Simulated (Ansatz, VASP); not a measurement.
Two plane-wave programs on O

```xyz
2
Lattice="2.8514 -1.6624 0.0000 2.8514 1.6624 0.0000 -2.3945 0.0000 3.6471" Properties=species:S:1:pos:R:3 pbc="T T T"
O     3.5357    0.0000    3.0797
O    -0.2274    0.0000    0.5674
```

Alike in both runs: functional r2SCAN; k mesh 10 × 10 × 7; occupations fermi-dirac, width 0.05 eV; no spin polarisation.

|  | VASP | Ansatz |
| --- | --- | --- |
| version | VASP 6.6.1 | Ansatz 0.2.0 |
| potentials or method | VASP PAW PBE potentials, release 64 (O) | Ansatz PAW |
| plane-wave cutoff (eV) | 520 | 500 |
| valence electrons in the cell | 12 | 12 |
| task | single point | band structure |

Ansatz gave:

* gap on the k mesh at the Fermi level (eV): none
* pressure (GPa): -4.7
* traceless stress, the component that is largest in VASP (GPa): 0.36
* rms of the force components (eV/Å): 0.597

Problem. What did VASP give for the same quantities?

Solution. gap on the k mesh at the Fermi level (eV): none; pressure (GPa): -2.6; traceless stress, the component that is largest in VASP (GPa): -2.01; rms of the force components (eV/Å): 0.171.

VASP's potentials were made for PBE, not for r2SCAN. Atom by atom the forces differ by 0.734 eV/Å (rms over components). A gap of «none» marks a metal or a gap that the smearing closes. One of these differences is far larger than is usual between the two programs; its cause wasn't traced.

Noted on VASP's run: the standard files for N, O and F lose accuracy on very short bonds; spin is off for a triplet molecule. Noted on Ansatz's run: spin is off for a triplet molecule.
